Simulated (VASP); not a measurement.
**BAs3: relaxation of cell and atoms with PBE**

Crystal: BAs3.

```
B As
1.0
     4.05196    0.00000    0.00000
     0.00000    4.05196    0.00000
     0.00000    0.00000    4.01032
B As
1 3
Direct
  0.00000 0.00000 0.00000
  0.00000 0.50000 0.50000
  0.50000 0.00000 0.50000
  0.50000 0.50000 0.00000
```

```
Program                : VASP 6.6.1
Task                   : relaxation of cell and atoms
Functional             : PBE
Potentials or basis    : VASP PAW PBE potentials, release 64 (B, As)
Cutoff                 : 600 eV
k mesh                 : 12 × 12 × 12
Occupations            : gaussian, width 0.1 eV
Spin                   : no spin polarisation
Dipole correction      : no
Further INCAR settings : ALGO = Normal; EDIFF = 1e-07; IBRION = 2; EDIFFG = -0.01; NSW = 100; ISIF = 3
```

| Quantity | Value |
| --- | --- |
| Relaxed volume | 16.42 Å³/atom |
| Relaxed cell | a = 4.507 Å, b = 4.507 Å, c = 3.235 Å, α = 90.00°, β = 90.00°, γ = 90.00° |
| Space group after relaxing (to 0.1 Å) | P4/mmm (No. 123) |
| Energy gained by relaxing | 62.6 meV/atom |
| Ionic steps | 17 |
| Pressure after relaxing | 0.0 GPa |
| Band gap on the k mesh | zero (bands 9 and 10 overlap by 5.22 eV) |

Stress tensor (GPa, compression positive):
```
-0.04  0.00  0.00
 0.00 -0.04  0.00
 0.00  0.00  0.03
```

The path:
| step | energy change (eV) | largest force (eV/Å) | pressure (GPa) | volume (Å³) |
| --- | --- | --- | --- | --- |
| 1 | 0.0000 | 0.0000 | 2.03 | 65.84 |
| 2 | -0.0102 | 0.0000 | -0.40 | 67.85 |
| 3 | -0.0106 | 0.0000 | -0.02 | 67.53 |
| 4 | -0.0110 | 0.0000 | -0.03 | 67.52 |
| 5 | -0.0124 | 0.0000 | -0.07 | 67.52 |
| 6 | -0.0165 | 0.0000 | -0.13 | 67.50 |
| 7 | -0.0295 | 0.0000 | -0.23 | 67.43 |
| 8 | -0.0692 | 0.0000 | -0.23 | 67.17 |
| 9 | -0.2121 | 0.0000 | 0.02 | 66.14 |
| 10 | 0.0225 | 0.0000 | 7.91 | 61.86 |
| 11 | -0.1822 | 0.0000 | 2.56 | 63.92 |
| 12 | -0.2495 | 0.0000 | 0.56 | 65.27 |
| 13 | -0.2492 | 0.0000 | 0.64 | 65.18 |
| 14 | -0.2494 | 0.0000 | 0.30 | 65.43 |
| 15 | -0.2495 | 0.0000 | 0.42 | 65.34 |
| 16 | -0.2499 | 0.0000 | 0.28 | 65.45 |
| 17 | -0.2502 | 0.0000 | -0.02 | 65.70 |

Final structure:
```cif
data_structure
_symmetry_space_group_name_H-M 'P 1'
_symmetry_Int_Tables_number 1
_cell_length_a 4.5068
_cell_length_b 4.5068
_cell_length_c 3.2345
_cell_angle_alpha 90.000
_cell_angle_beta 90.000
_cell_angle_gamma 90.000
_cell_volume 65.70
loop_
_atom_site_label
_atom_site_type_symbol
_atom_site_fract_x
_atom_site_fract_y
_atom_site_fract_z
_atom_site_occupancy
B1 B 0.00000 0.00000 0.00000 1
As1 As 0.00000 0.50000 0.50000 1
As2 As 0.50000 0.00000 0.50000 1
As3 As 0.50000 0.50000 0.00000 1
```

Levels at points of the mesh, in eV from the Fermi level:
```csv
k point,band 5,band 6,band 7,band 8,band 9,band 10,band 11,band 12,band 13
"(0.00, 0.00, 0.00)",-6.45,-3.19,-1.88,-1.31,-1.31,2.82,2.98,4.34,4.63
"(0.50, 0.00, 0.00)",-5.36,-3.89,-0.59,0.31,0.55,0.64,1.78,2.20,4.43
"(0.50, 0.50, 0.00)",0.95,0.98,0.98,1.33,1.44,1.44,2.19,2.32,2.34
"(0.00, 0.00, 0.50)",-3.17,-3.17,-3.00,-2.62,-2.62,-2.54,1.58,1.72,1.88
"(0.50, 0.00, 0.50)",-4.09,-3.09,-2.49,-2.06,-1.88,-1.70,-1.02,-0.11,4.15
"(0.50, 0.50, 0.50)",-6.42,-6.42,-5.42,-5.27,2.68,3.12,3.12,3.36,5.54
```

Wall time 20 min on 1 thread of Intel(R) Xeon(R) Platinum 8259CL CPU @ 2.50GHz (Skylake/Cascade Lake), on a shared host, peak memory 0.36 GiB.

Caveat: a cell axis changed by over 15 % at a fixed basis, so the end point is rough.
